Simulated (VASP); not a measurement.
AlCo:

```xyz
2
Lattice="2.8519 0.0000 0.0000 0.0000 2.8519 0.0000 0.0000 0.0000 2.8519" Properties=species:S:1:pos:R:3 pbc="T T T"
Al    0.0000    0.0000    0.0000
Co    1.4260    1.4260    1.4260
```

- Program: VASP 6.6.1
- Task: relaxation of cell and atoms
- Functional: PBE
- Dispersion: D3(BJ)
- Potentials or basis: VASP PAW PBE potentials, release 64 (Al, Co)
- Cutoff: 600 eV
- k mesh: 14 × 14 × 14
- Occupations: gaussian, width 0.1 eV
- Spin: no spin polarisation

At the start: pressure -6.3 GPa; volume 11.60 Å³/atom.

Where does the relaxation end?

Over 3 steps the energy falls by 8.2 meV/atom and the volume is 11.19 Å³/atom (-3.5 %); space group Pm-3m (No. 221, to 0.05 Å).

The path:
```
step  energy change (eV)  largest force (eV/Å)  pressure (GPa)  volume (Å³)
   1              0.0000                0.0000           -6.26        23.20
   2             -0.0031                0.0000            6.49        21.71
   3             -0.0165                0.0000            0.01        22.39
```

Final structure:
```xyz
2
Lattice="2.8185 0.0000 0.0000 0.0000 2.8185 0.0000 0.0000 0.0000 2.8185" Properties=species:S:1:pos:R:3 pbc="T T T"
Al    0.0000    0.0000    0.0000
Co    1.4092    1.4092    1.4092
```

Caveat: pairwise dispersion overbinds metals, which lowers pressure and volume.
